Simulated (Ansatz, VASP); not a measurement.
# Ca2Ge2N: VASP beside Ansatz

INCAR

```
SYSTEM = Ca2Ge2N
PREC = Accurate
ENCUT = 600
EDIFF = 1E-6
ISMEAR = 0
SIGMA = 0.1
LREAL = .False.
LASPH = .True.
NELM = 80
ALGO = Normal
ISIF = 3
LWAVE = .False.
LCHARG = .False.
GGA = PE
IBRION = 2
NSW = 90
EDIFFG = -0.04
```

The input KPOINTS:

```
Automatic mesh
0
Gamma
  4 4 4
  0 0 0
```

File POSCAR:

```
Ca2Ge2N
1.0
    3.9541064000      0.0000000000      0.0000000000
    0.0000000000      3.9541064000      0.0000000000
    0.0000000000      0.0000000000      6.6076472600
Ca Ge N
2 2 1
Direct
    0.0000000000      0.5000000000      0.5000000000
    0.5000000000      0.0000000000      0.5000000000
    0.5000000000      0.5000000000      0.2588269100
    0.5000000000      0.5000000000      0.7411730900
    0.0000000000      0.0000000000      0.0000000000
```

Input for Ansatz:

```yaml
crystal:
  lattice:
    - [3.9541064, 0.0, 0.0]
    - [0.0, 3.9541064, 0.0]
    - [0.0, 0.0, 6.60764726]
  atoms:
    - { symbol: Ca, position: [0.0, 0.5, 0.5] }
    - { symbol: Ca, position: [0.5, 0.0, 0.5] }
    - { symbol: Ge, position: [0.5, 0.5, 0.25882691] }
    - { symbol: Ge, position: [0.5, 0.5, 0.74117309] }
    - { symbol: "N", position: [0.0, 0.0, 0.0] }
basis:
  ecutwfc: 420
kpoints:
  mp_grid: { grid: [4, 4, 4] }
hamiltonian:
  xc: pbe
scf:
  occupations: { method: gaussian, width: 0.1 }
  lower_state_search: "off"
output:
  forces: true
  stress: true
  eigenvalues: true
relax:
  adjacent_minimum: "off"
  f_tol: 0.04
  max_steps: 70
  cell: { stress_tol: 0.4 }
```

Alike in both runs: task relaxation of cell and atoms; functional PBE; k mesh 4 × 4 × 4; occupations gaussian, width 0.1 eV; no spin polarisation.

|  | VASP | Ansatz |
| --- | --- | --- |
| version | VASP 6.6.1 | Ansatz 0.2.0 |
| potentials or method | VASP PAW PBE potentials, release 64 (Ca_sv, Ge_d, N), cutoff 600 eV | scalar-relativistic, plane waves, PAW |
| valence electrons in the cell | 53 | 53 |

Ansatz gave:

* gap on the k mesh at the Fermi level, each at its own relaxed structure (eV): none
* relaxed volume (Å³/atom): 27.98
* relaxed cell length with the largest relative difference (Å): 5.406

Problem. Estimate VASP's values.

Solution. gap on the k mesh at the Fermi level, each at its own relaxed structure (eV): none; relaxed volume (Å³/atom): 27.46; relaxed cell length with the largest relative difference (Å): 5.351.

A gap of «none» marks a metal or a gap that the smearing closes.

The k mesh is coarse, so the values compare programs but aren't converged. Noted on VASP's run: the volume moved by over 15 % at a fixed basis, so the end points are rough.
